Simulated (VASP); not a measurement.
# Si (Fd-3m) in VASP: further runs, part 3 of 3

VASP 6.6.1. Earlier steps stand in the parts before.

## (4) Single point, PBE

This run uses another cell than the first one, of 21.38 Å³/atom, 1.092 times its volume.

Input file INCAR:

```
  ALGO = Normal
  EDIFF = 1E-6
  ENCUT = 500
  GGA = PE
  GGA_COMPAT = F
  ISIF = 2
  ISMEAR = 0
  LASPH = T
  LCHARG = F
  LREAL = F
  LWAVE = F
  NBANDS = 11
  NELM = 120
  PREC = Accurate
  SIGMA = 0.01
```

Input file KPOINTS:

```
k-points
0
Gamma
  6 6 6
```

Input file POSCAR:

```
Si
1.0
    0.0000000000      2.7754539205      2.7754539205
    2.7754539205      0.0000000000      2.7754539205
    2.7754539205      2.7754539205      0.0000000000
Si
2
Direct
    0.7500000000      0.7500000000      0.7500000000
    0.5000000000      0.5000000000      0.5000000000
```

Potentials or basis: VASP PAW PBE potentials, release 64 (Si).

Started as:

```
cat potpaw_PBE.64/Si/POTCAR > POTCAR
mpirun -np 1 vasp_std > vasp.out
```

OUTCAR:

```text
EDIFF = 1E-6
   ENCUT = 500
   GGA = PE
   ISIF = 2
   ISMEAR = 0
   LASPH = T
   LREAL = F
   NELM = 120
   PREC = Accurate

 ion  position               nearest neighbor table
   1  0.750  0.750  0.750-   2 2.40   2 2.40   2 2.40   2 2.40
   2  0.500  0.500  0.500-   1 2.40   1 2.40   1 2.40   1 2.40

  LATTYP: Found a face centered cubic cell.
 ALAT       =     5.5509078410

  Lattice vectors:

 A1 = (   0.0000000000,   2.7754539205,   2.7754539205)
 A2 = (   2.7754539205,   0.0000000000,   2.7754539205)
 A3 = (   2.7754539205,   2.7754539205,   0.0000000000)

Analysis of symmetry for initial positions (statically):
=====================================================================
 Subroutine PRICEL returns:
 Original cell was already a primitive cell.

 Routine SETGRP: Setting up the symmetry group for a
 face centered cubic supercell.

 Subroutine GETGRP returns: Found 48 space group operations
 (whereof 24 operations were pure point group operations)
 out of a pool of 48 trial point group operations.

The static configuration has the point symmetry T_d .
 The point group associated with its full space group is O_h .

Analysis of symmetry for dynamics (positions and initial velocities):
=====================================================================
 Subroutine PRICEL returns:
 Original cell was already a primitive cell.

 Routine SETGRP: Setting up the symmetry group for a
 face centered cubic supercell.

 Subroutine GETGRP returns: Found 48 space group operations
 (whereof 24 operations were pure point group operations)
 out of a pool of 48 trial point group operations.

The dynamic configuration has the point symmetry T_d .
 The point group associated with its full space group is O_h .

 Subroutine INISYM returns: Found 48 space group operations
 (whereof 24 operations are pure point group operations),
 and found     1 'primitive' translations

----------------------------------------------------------------------------------------

                                     Primitive cell

  volume of cell :      42.7594

  direct lattice vectors                    reciprocal lattice vectors
     0.000000000  2.775453920  2.775453920    -0.180150712  0.180150712  0.180150712
     2.775453920  0.000000000  2.775453920     0.180150712 -0.180150712  0.180150712
     2.775453920  2.775453920  0.000000000     0.180150712  0.180150712 -0.180150712

  length of vectors
     3.925084576  3.925084576  3.925084576     0.312030186  0.312030186  0.312030186

  position of ions in fractional coordinates (direct lattice)
     0.750000000  0.750000000  0.750000000
     0.500000000  0.500000000  0.500000000

  ion indices of the primitive-cell ions
   primitive index   ion index
                 1           1
                 2           2

----------------------------------------------------------------------------------------

 KPOINTS: k-points

Automatic generation of k-mesh.
 Grid dimensions read from file:
 generate k-points for:    6    6    6

 Generating k-lattice:

  Cartesian coordinates                     Fractional coordinates (reciprocal lattice)
    -0.030025119  0.030025119  0.030025119     0.166666667  0.000000000  0.000000000
     0.030025119 -0.030025119  0.030025119     0.000000000  0.166666667  0.000000000
     0.030025119  0.030025119 -0.030025119     0.000000000  0.000000000  0.166666667
[... 31 lines left out ...]
   number of dos      NEDOS =    301   number of ions     NIONS =      2
   total plane-waves  NPLWV =  27000
   dimension x,y,z NGX =    30 NGY =   30 NGZ =   30
   dimension x,y,z NGXF=    60 NGYF=   60 NGZF=   60
   ions per type =               2
   NGX,Y,Z   is equivalent  to a cutoff of  12.71, 12.71, 12.71 a.u.
   NGXF,Y,Z  is equivalent  to a cutoff of  25.41, 25.41, 25.41 a.u.
 SYSTEM =  unknown system
   PREC   = accura    normal or accurate (medium, high low for compatibility)
   ISTART =      0    job   : 0-new  1-cont  2-samecut
   ICHARG =      2    charge: 1-file 2-atom 10-const
   ISPIN  =      1    spin polarized calculation?
   LNONCOLLINEAR =      F non collinear calculations
   LSORBIT =      F    spin-orbit coupling
   LASPH  =      T    aspherical Exc in radial PAW
   ENCUT  =  500.0 eV  36.75 Ry    6.06 a.u.   7.16  7.16  7.16*2*pi/ulx,y,z
   NELM   =    120;   NELMIN=  2; NELMDL= -5     # of ELM steps
   EDIFF  = 0.1E-05   stopping-criterion for ELM
   LREAL  =      F    real-space projection
   EDIFFG = 0.1E-04   stopping-criterion for IOM
   NSW    =      0    number of steps for IOM
   IBRION =     -1    ionic relax: 0-MD 1-quasi-New 2-CG
   NFREE  =      0    steps in history (QN), initial steepest desc. (CG)
   ISIF   =      2    stress and relaxation
   ISYM   =      2    0-nonsym 1-usesym 2-fastsym
   POTIM  = 0.5000    time-step for ionic-motion
   TEBEG  =    0.0;   TEEND  =   0.0 temperature during run
   PSTRESS=    0.0 pullay stress
   NELECT =       8.0000    total number of electrons
   NUPDOWN=      -1.0000    fix difference up-down
   EMIN   =  10.00;   EMAX   =-10.00  energy-range for DOS
   EFERMI =   0.00;   METHOD = LEGACY
   ISMEAR =     0;   SIGMA  =   0.01  broadening in eV -4-tet -1-fermi 0-gaus
   EFERMI_NEDOS =   21; number of points for ismear=-14 and -15
   IALGO  =     38    algorithm
   IMIX   =      4    mixing-type and parameters
     AMIX     =   0.40;   BMIX     =  1.00
     AMIX_MAG =   1.60;   BMIX_MAG =  1.00
  volume/ion in A,a.u.               =      21.38       144.28
  Fermi-wavevector in a.u.,A,eV,Ry     =   0.936327  1.769401 11.928336  0.876708
  Thomas-Fermi vector in A             =   2.063325
   LORBIT       =      0    0 simple, 1 ext, 2 COOP (PROOUT), +10 PAW based schemes
   GGA     = PE    functional components
   LHFCALC =     F    Hartree Fock is set to
   AEXX    =    0.0000 exact exchange contribution
   IVDW    =     0    specifies the selected vdW correction
   LEPSILON=     F    determine dielectric tensor
   LRPA    =     F    only Hartree local field effects (RPA)
 non-spin polarized calculation
 Gauss-broadening in eV      SIGMA  =   0.01
  energy-cutoff  :      500.00
  volume of cell :       42.76
 maximum number of plane-waves:      1106
 NGX is ok and might be reduce to    30
   NGX = 15   NGY = 15   NGZ = 15

 number of electron       8.0000000 magnetization

 Free energy of the ion-electron system (eV)
  ---------------------------------------------------
  ext. energy  EPLUGINS =         0.00000000
  ---------------------------------------------------
  free energy    TOTEN  =       -10.80496821 eV

  energy without entropy =      -10.80496821  energy(sigma->0) =      -10.80496821

 E-fermi :   5.2353     XC(G=0):  -9.1490

 val. band max:        5.1886816218   @ k =   0.0000   0.0000   0.0000
 cond. band min:       6.0044818335   @ k =   0.3333   0.3333   0.0000
 fundamental gap:      0.8158002117
 Fermi energy:         5.2352809213

 k-point     1 :       0.0000    0.0000    0.0000
  band No.  band energies     occupation
      1      -6.3311      2.00000
      2       5.1887      2.00000
      3       5.1887      2.00000
      4       5.1887      2.00000
      5       7.7218      0.00000
      6       7.7218      0.00000
      7       7.7218      0.00000
      8       7.8224      0.00000
      9      12.8686      0.00000
     10      12.8686      0.00000
     11      12.8946      0.00000
[... 197 lines left out ...]
 k-point    16 :      -0.3333    0.5000    0.1667
  band No.  band energies     occupation
      1      -2.3208      2.00000
      2      -2.3208      2.00000
      3       1.7955      2.00000
      4       1.7955      2.00000
      5       7.9375      0.00000
      6       7.9375      0.00000
      7      11.7074      0.00000
      8      11.7074      0.00000
      9      15.3678      0.00000
     10      15.3678      0.00000
     11      17.6343      0.00000

------------------------ aborting loop because EDIFF is reached ----------------------------------------

  FORCE on cell =-STRESS in cart. coord.  units (eV):
  Direction    XX          YY          ZZ          XY          YZ          ZX
  --------------------------------------------------------------------------------------
  -------------------------------------------------------------------------------------
  Total       -0.9560288     -0.9560288     -0.9560288      0.0000000      0.0000000     -0.0000000
  in kB      -35.8219735    -35.8219735    -35.8219735      0.0000000      0.0000000     -0.0000000
  external PRESSURE =     -35.8219735 kB  Pullay stress =       0.0000000 kB

 VOLUME and BASIS-vectors are now :
 -----------------------------------------------------------------------------
  energy-cutoff  :      500.00
  volume of cell :       42.76
      direct lattice vectors                 reciprocal lattice vectors
     0.000000000  2.775453920  2.775453920    -0.180150712  0.180150712  0.180150712
     2.775453920  0.000000000  2.775453920     0.180150712 -0.180150712  0.180150712
     2.775453920  2.775453920  0.000000000     0.180150712  0.180150712 -0.180150712

 POSITION                                       TOTAL-FORCE (eV/Angst)
 -----------------------------------------------------------------------------------
      4.16318      4.16318      4.16318        -0.000000     -0.000000     -0.000000
      2.77545      2.77545      2.77545         0.000000      0.000000      0.000000
 -----------------------------------------------------------------------------------
    total drift:                                0.000000     -0.000000     -0.000000

  FREE ENERGIE OF THE ION-ELECTRON SYSTEM (eV)
  ---------------------------------------------------
  free  energy   TOTEN  =       -10.8049682112 eV

  energy  without entropy=      -10.8049682112  energy(sigma->0) =      -10.80496821
```

Run time: 9 s. Hardware: 1 thread of Intel Xeon Platinum 8375C at 2.90GHz (Ice Lake), shared host; peak memory 0.15 GiB.

What came out:

* Free energy: -10.8050 eV
* Pressure: -3.6 GPa
* Band gap on the k mesh: 0.82 eV, indirect (least direct gap 2.45 eV)

Levels at points of the mesh, in eV from the valence-band top:
```
           k point  band 2  band 3  band 4  band 5  band 6  band 7
(0.00, 0.00, 0.00)    0.00    0.00    0.00    2.53    2.53    2.53
(0.50, 0.00, 0.00)   -6.67   -1.14   -1.14    1.31    3.36    3.36
(0.50, 0.50, 0.00)   -7.61   -2.68   -2.68    0.83    0.83    9.56
```

A k mesh can miss the band edges.

## (5) Summary

| cell | gap on the mesh (eV) | pressure (GPa) |
| --- | --- | --- |
| a = 3.812 Å, angles 60.0°, 2 atoms | 0.66 | 4.3 |
| a = 3.850 Å, angles 60.0°, 2 atoms | 0.72 | 1.3 |
| a = 3.925 Å, angles 60.0°, 2 atoms | 0.82 | -3.6 |

Alike in all rows: task single point; level PBE; potentials or basis VASP PAW PBE potentials, release 64 (Si); no spin polarisation; k mesh 6 × 6 × 6; cutoff (eV) 500; smearing gaussian 0.01 eV.

Absolute energies hang on the potentials; compare differences alone.
